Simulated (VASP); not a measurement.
Runs of VASP 6.6.1 on Ti. The structure is that of space group P6_3/mmc (No. 194), or close to it. The cells are those of the table. 

```tsv
task	level	potentials or basis	cell	cutoff (eV)	gap on the mesh (eV)	pressure (GPa)
single point	LDA	VASP PAW LDA potentials, release 64 (Ti_sv)	a = 2.950, b = 2.950, c = 4.686 Å, angles 90.0, 90.0, 120.0°, 2 atoms	500	none	-10.0
electric field gradients	r2SCAN	VASP PAW PBE potentials, release 64 (Ti_sv)	a = 2.950, b = 2.950, c = 4.686 Å, angles 90.0, 90.0, 120.0°, 2 atoms	440	none	-2.4
electric field gradients	PBEsol	VASP PAW PBE potentials, release 64 (Ti_sv)	a = 2.910, b = 2.910, c = 4.623 Å, angles 90.0, 90.0, 120.0°, 2 atoms	520	none	-1.8
electric field gradients	LDA	VASP PAW LDA potentials, release 64 (Ti_sv)	a = 2.950, b = 2.950, c = 4.686 Å, angles 90.0, 90.0, 120.0°, 2 atoms	400	none	-10.7
single point	r2SCAN	VASP PAW PBE potentials, release 64 (Ti_sv)	a = 2.950, b = 2.950, c = 4.686 Å, angles 90.0, 90.0, 120.0°, 2 atoms	550	none	-1.9
single point	PBE	VASP PAW PBE potentials, release 64 (Ti_sv)	a = 2.950, b = 2.950, c = 4.686 Å, angles 90.0, 90.0, 120.0°, 2 atoms	500	none	-1.9
single point	PBEsol	VASP PAW PBE potentials, release 64 (Ti_sv)	a = 2.910, b = 2.910, c = 4.623 Å, angles 90.0, 90.0, 120.0°, 2 atoms	520	none	-1.8
single point	PBEsol	VASP PAW PBE potentials, release 64 (Ti_sv)	a = 2.950, b = 2.950, c = 4.686 Å, angles 90.0, 90.0, 120.0°, 2 atoms	520	none	(a)
```

Alike in all rows: no spin polarisation; k mesh 14 × 14 × 8; smearing fermi-dirac 0.05 eV.

Task: Fill in the values left out.

Result: (a) -6.1.

Caveats: the PAW data sets were made with another functional, which shifts forces and pressure a little (some runs).

A gap of «none» marks levels without a gap at the run's occupations.
